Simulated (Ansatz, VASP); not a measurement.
## SiC: VASP beside Ansatz

```
Si C
1.0
     3.09194    0.00000    0.00000
    -1.54597    2.67770    0.00000
     0.00000    0.00000   17.76002
Si C
7 7
Direct
  0.00000 0.00000 0.00000
  0.33333 0.66667 0.14286
  0.66667 0.33333 0.28571
  0.00000 0.00000 0.42857
  0.66667 0.33333 0.57143
  0.33333 0.66667 0.71429
  0.66667 0.33333 0.85714
  0.00000 0.00000 0.10714
  0.33333 0.66667 0.25000
  0.66667 0.33333 0.39286
  0.00000 0.00000 0.53571
  0.66667 0.33333 0.67857
  0.33333 0.66667 0.82143
  0.66667 0.33333 0.96429
```

Alike in both runs: task relaxation of cell and atoms; functional PBE; k mesh 12 × 12 × 2; occupations gaussian, width 0.02 eV; no spin polarisation.

```csv
,VASP,Ansatz
version,VASP 6.6.1,Ansatz 0.2.0
potentials or method,"VASP PAW PBE potentials, release 64 (Si, C), cutoff 600 eV","scalar-relativistic, plane waves, PAW"
valence electrons in the cell,56,56
```

Ansatz gave:

```
gap on the k mesh at the Fermi level, each at its own relaxed structure (eV) : 1.67
relaxed volume (Å³/atom)                                                     : 10.50
relaxed cell length with the largest relative difference (Å)                 : 17.716
```

Question: What did VASP give for the same quantities?

Answer: gap on the k mesh at the Fermi level, each at its own relaxed structure (eV): 1.67; relaxed volume (Å³/atom): 10.49; relaxed cell length with the largest relative difference (Å): 17.710.
